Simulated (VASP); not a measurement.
Input of a VASP 6.6.1 run:

POSCAR

```
MgI2
1.0
    4.1566377674      0.0000000000      0.0000000000
   -2.0783188837      3.5997539009      0.0000000000
    0.0000000000      0.0000000000      6.8756118848
Mg I
1 2
Direct
    0.0000000000      0.0000000000      0.0000000000
    0.3333333333      0.6666666667      0.2425739818
    0.6666666667      0.3333333333      0.7574260182
```

Contents of INCAR.step1:

```
SYSTEM = MgI2
PREC = Accurate
ENCUT = 520
EDIFF = 1E-5
ISMEAR = 0
SIGMA = 0.01
LREAL = .False.
LASPH = .True.
NELM = 60
ALGO = Normal
ISIF = 2
LWAVE = .True.
LCHARG = .False.
GGA = PE
NBANDS = 15
```

File INCAR.step2:

```
SYSTEM = MgI2
PREC = Accurate
ENCUT = 520
EDIFF = 1E-6
ISMEAR = 0
SIGMA = 0.01
LREAL = .False.
LASPH = .True.
NELM = 60
ALGO = Normal
ISIF = 2
LWAVE = .False.
LCHARG = .False.
GGA = PE
LHFCALC = .True.
AEXX = 0.1
PRECFOCK = Normal
ISTART = 1
NBANDS = 15
```

File KPOINTS:

```
Automatic mesh
0
Gamma
  6 6 2
  0 0 0
```

Potentials or basis: VASP PAW PBE potentials, release 64 (Mg, I).

Run with:

```console
$ cat potpaw_PBE.64/Mg/POTCAR potpaw_PBE.64/I/POTCAR > POTCAR
$ cp INCAR.step1 INCAR
$ mpirun -np 1 vasp_std > vasp.out
$ cp INCAR.step2 INCAR
$ mpirun -np 1 vasp_std > vasp.out
```

**Question.** Estimate the largest force.

**Answer.** 0.047 eV/Å.

**Question.** What does it give for the pressure?

**Answer.** 0.7 GPa.

**Question.** Estimate the band gap on the k mesh.

**Answer.** 4.19 eV (least direct gap 4.35 eV).

Forces on the atoms (eV/Å):
```
Mg   0.000  0.000  0.000
I    0.000  0.000 -0.047
I    0.000  0.000  0.047
```

Caveat: the k points lie up to 0.46 Å⁻¹ apart; the PAW data sets were made with another functional, which shifts forces and pressure a little; spin-orbit coupling is left out, which moves the levels of the heavy elements. A k mesh can miss the band edges.
